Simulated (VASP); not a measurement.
Input of a VASP 6.6.1 run:

The input INCAR:

```
SYSTEM = Cr
ALGO = Fast ; EDIFF = 1E-6
ENCUT = 520 ; GGA = PE
ISIF = 2 ; ISMEAR = 0
LASPH = .TRUE. ; LCHARG = .FALSE.
LREAL = .FALSE. ; LWAVE = .FALSE.
NBANDS = 12 ; NELM = 100
PREC = Accurate ; SIGMA = 0.15
```

The input KPOINTS:

```
k-points
0
G
  26 26 26
  0 0 0
```

Contents of POSCAR:

```
Cr
1.0
   -1.3569269018      1.3569269018      1.6283122822
    1.3569269018     -1.3569269018      1.6283122822
    1.3569269018      1.3569269018     -1.6283122822
Cr
1
Direct
    0.0000000000      0.0000000000      0.0000000000
```

Potentials or basis: VASP PAW PBE potentials, release 64 (Cr_pv).

The run is started by

```sh
$ cat potpaw_PBE.64/Cr_pv/POTCAR > POTCAR
$ mpirun -np 1 vasp_std > vasp.out
```

**Question.** Predict the band gap on the k mesh.

**Answer.** Zero (band 6 reaches 12.62 eV, above the bottom of band 7 at 9.84 eV).

**Question.** Predict the pressure.

**Answer.** -5.2 GPa.

Stress tensor (GPa, compression positive):
```
  5.84   0.00   0.00
  0.00   5.84   0.00
  0.00   0.00 -27.33
```

Caveat: the run has no spin polarisation, though such a crystal can be magnetic. Spin polarisation is off, so any magnetic state and its effect on volume and gap are missing.
